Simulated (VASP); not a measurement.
Input of a VASP 6.6.1 run:

File INCAR:

```
SYSTEM = NaCl
PREC = Accurate
ENCUT = 520
EDIFF = 1E-7
ISMEAR = -1
SIGMA = 0.05
LREAL = .FALSE.
LASPH = .TRUE.
NELM = 60
ALGO = Normal
ISIF = 2
LWAVE = .FALSE.
LCHARG = .FALSE.
GGA = PS
NBANDS = 14
```

Contents of KPOINTS:

```
regular mesh
0
G
  8 8 8
  0 0 0
```

The input POSCAR:

```
NaCl
1.0
    3.4471476302      0.0000000000      0.0000000000
    0.0000000000      3.4471476302      0.0000000000
    0.0000000000      0.0000000000      3.4471476302
Cl Na
1 1
Direct
    0.5000000000      0.5000000000      0.5000000000
    0.0000000000      0.0000000000      0.0000000000
```

Potentials or basis: VASP PAW PBE potentials, release 64 (Cl, Na_pv).

Run with:

```sh
$ cat potpaw_PBE.64/Cl/POTCAR potpaw_PBE.64/Na_pv/POTCAR > POTCAR
$ mpirun -np 1 vasp_std > vasp.out
```

(1) Estimate the band gap on the k mesh.

(2) Estimate the pressure.

Answers

(1) 3.99 eV, indirect (least direct gap 4.53 eV).

(2) 0.0 GPa.

Caveat: the PAW data sets were made with another functional, which shifts forces and pressure a little.
